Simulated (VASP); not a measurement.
Input of a VASP 6.6.1 run:

INCAR

```
SYSTEM = AlNi
  PREC = Accurate
  ENCUT = 520
  EDIFF = 1E-7
  ISMEAR = -1
  SIGMA = 0.05
  LREAL = .FALSE.
  LASPH = .TRUE.
  NELM = 150
  ALGO = Normal
  ISIF = 2
  LWAVE = .FALSE.
  LCHARG = .TRUE.
  ISPIN = 2
  MAGMOM = 1 0
  LORBIT = 11
  LMAXMIX = 4
  GGA = PS
  LELF = .TRUE.
  LVHAR = .TRUE.
  NBANDS = 18
```

Contents of KPOINTS:

```
regular mesh
0
G
  10 10 9
  0 0 0
```

Contents of POSCAR:

```
AlNi
1.0
    1.9642060572     -1.9788929679      0.0000000000
    1.9642060572      1.9788929679      0.0000000000
    0.0000000000      0.0000000000      3.1402166928
Ni Al
1 1
Direct
    0.5000000000      0.5000000000      0.5000000000
    0.0000000000      0.0000000000      0.0000000000
```

Potentials or basis: VASP PAW PBE potentials, release 64 (Ni, Al).

The run is started by

```sh
$ cat potpaw_PBE.64/Ni/POTCAR potpaw_PBE.64/Al/POTCAR > POTCAR
$ mpirun -np 1 vasp_std > vasp.out
```

(1) Estimate the net moment.

(2) Estimate the pressure.

Answers

(1) 0.00 μB per cell.

(2) -5.7 GPa.

Caveat: the stress differs along the axes, from -10 to -3 GPa; the moments typed at the start vanished in this run; the PAW data sets were made with another functional, which shifts forces and pressure a little.
